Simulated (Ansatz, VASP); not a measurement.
**Two plane-wave programs on Al**

```xyz
2
Lattice="2.8125 0.0000 0.0000 -1.4062 2.4357 0.0000 0.0000 0.0000 4.8669" Properties=species:S:1:pos:R:3 pbc="T T T"
Al    1.4062    0.8119    3.6501
Al    0.0000    1.6238    1.2167
```

Alike in both runs: task single point; functional r2SCAN; k mesh 14 × 14 × 7; no spin polarisation.

|  | VASP | Ansatz |
| --- | --- | --- |
| version | VASP 6.6.1 | Ansatz 0.2.0 |
| potentials or method | VASP PAW PBE potentials, release 64 (Al), cutoff 550 eV | plane waves, PAW |
| occupations | methfessel-paxton of order 1, width 0.1 eV | cold, width 0.1 eV |
| valence electrons in the cell | 6 | 6 |

```csv
,VASP,Ansatz,Ansatz less VASP
pressure (GPa),-3.3,-3.0,+0.30
"traceless stress, the component that is largest in VASP (GPa)",-1.49,-1.57,-0.082
```

VASP's potentials were made for PBE, not for r2SCAN.
